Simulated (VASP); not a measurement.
The system is InP.

```xyz
2
Lattice="4.1444 0.0000 0.0000 2.0722 3.5891 0.0000 2.0722 1.1964 3.3839" Properties=species:S:1:pos:R:3 pbc="T T T"
In    0.0000    0.0000    0.0000
P     2.0722    1.1964    0.8460
```

Base run:

| Item | Value |
| --- | --- |
| Program | VASP 6.6.1 |
| Functional | BLYP |
| Potentials or basis | VASP PAW PBE potentials, release 64 (In_d, P) |
| Cutoff | 520 eV |
| k mesh | 6 × 6 × 6 |
| Occupations | gaussian, width 0.01 eV |
| Spin | no spin polarisation |

Its results: band gap on the k mesh 0.62 eV, direct; pressure 6.8 GPa.

Problem. The run is repeated on the same cell with these changes: functional from BLYP to revPBE; further incar settings from ALGO = Normal; EDIFF = 1e-07; NBANDS = 16 to ALGO = Normal; EDIFF = 1e-06; NBANDS = 16. What comes out?

Solution. Band gap on the k mesh 0.81 eV, direct; pressure 4.6 GPa.

Caveats: the PAW data sets were made with another functional, which shifts forces and pressure a little; spin-orbit coupling is left out, which moves the levels of the heavy elements.

